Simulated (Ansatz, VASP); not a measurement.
## Al in VASP and in Ansatz

INCAR

```
SYSTEM = Al
ALGO = Normal ; EDIFF = 1E-6
ENCUT = 500 ; GGA = PE
GGA_COMPAT = .False. ; ISIF = 2
ISMEAR = -1 ; LASPH = .True.
LCHARG = .False. ; LREAL = .False.
LWAVE = .False. ; NBANDS = 8
NELM = 120 ; PREC = Accurate
SIGMA = 0.1
```

The input KPOINTS:

```
k-points
0
Gamma
  7 7 7
  0 0 0
```

The input POSCAR:

```
Al
1.0
    0.0000000000      2.0174200000      2.0174200000
    2.0174200000      0.0000000000      2.0174200000
    2.0174200000      2.0174200000      0.0000000000
Al
1
Direct
    0.0000000000      0.0000000000      0.0000000000
```

Input for Ansatz:

```yaml
crystal:
  lattice:
    - [0.0, 2.01742, 2.01742]
    - [2.01742, 0.0, 2.01742]
    - [2.01742, 2.01742, 0.0]
  atoms:
    - { symbol: Al, position: [0.0, 0.0, 0.0] }
hamiltonian:
  xc: pbe
  pseudopotentials: { kind: paw }
basis:
  ecutwfc: 420
kpoints:
  mp_grid: { grid: [7, 7, 7] }
scf:
  occupations: { method: fermi_dirac, width: 0.1 }
  lower_state_search: "off"
  max_iter: 80
output:
  forces: true
  stress: true
```

Alike in both runs: task single point; functional PBE; k mesh 7 × 7 × 7; occupations fermi-dirac, width 0.1 eV; no spin polarisation.

|  | VASP | Ansatz |
| --- | --- | --- |
| version | VASP 6.6.1 | Ansatz 0.2.0 |
| potentials or method | VASP PAW PBE potentials, release 64 (Al), cutoff 500 eV | PAW, plane waves, scalar-relativistic |
| valence electrons in the cell | 3 | 3 |

VASP gave:

* pressure (GPa): 0.0

Estimate Ansatz's values.

pressure (GPa): 0.1.

The k mesh is coarse, so the values compare programs but aren't converged.
